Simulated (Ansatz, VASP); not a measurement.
AlN in VASP and in Ansatz

```xyz
8
Lattice="-1.6567 2.8696 0.0000 0.0000 0.0000 4.1875 4.9702 2.8696 0.0000" Properties=species:S:1:pos:R:3 pbc="T T T"
Al    0.5040    2.4170    3.1406
Al    3.3135    1.9130    3.1406
Al    1.6567    0.9565    1.0469
Al    3.3135    3.8261    1.0469
N     0.0000    1.9130    1.0469
N     3.3135    1.9130    1.0469
N     1.6567    0.9565    3.1406
N     3.3135    3.8261    3.1406
```

Alike in both runs: task single point; functional PBE; k mesh 8 × 6 × 4; occupations gaussian, width 0.05 eV; no spin polarisation.

|  | VASP | Ansatz |
| --- | --- | --- |
| version | VASP 6.6.1 | Ansatz 0.2.0 |
| potentials or method | VASP PAW PBE potentials, release 64 (Al, N), cutoff 520 eV | scalar-relativistic, plane waves, PAW |
| valence electrons in the cell | 32 | 32 |

|  | VASP | Ansatz | Ansatz less VASP |
| --- | --- | --- | --- |
| gap on the k mesh at the Fermi level (eV) | 2.05 | 2.04 | -0.005 |
| least direct gap on the mesh (eV) | 2.05 | 2.04 | -0.005 |
| pressure (GPa) | 14.7 | 14.7 | +0.01 |
| traceless stress, the component that is largest in VASP (GPa) | 24.39 | 24.25 | -0.141 |
| rms of the force components (eV/Å) | 4.169 | 4.153 | -0.0160 |

Atom by atom the forces differ by 0.018 eV/Å (rms over components). The functional is the same, so the differences come from potentials, cutoffs and numerics.
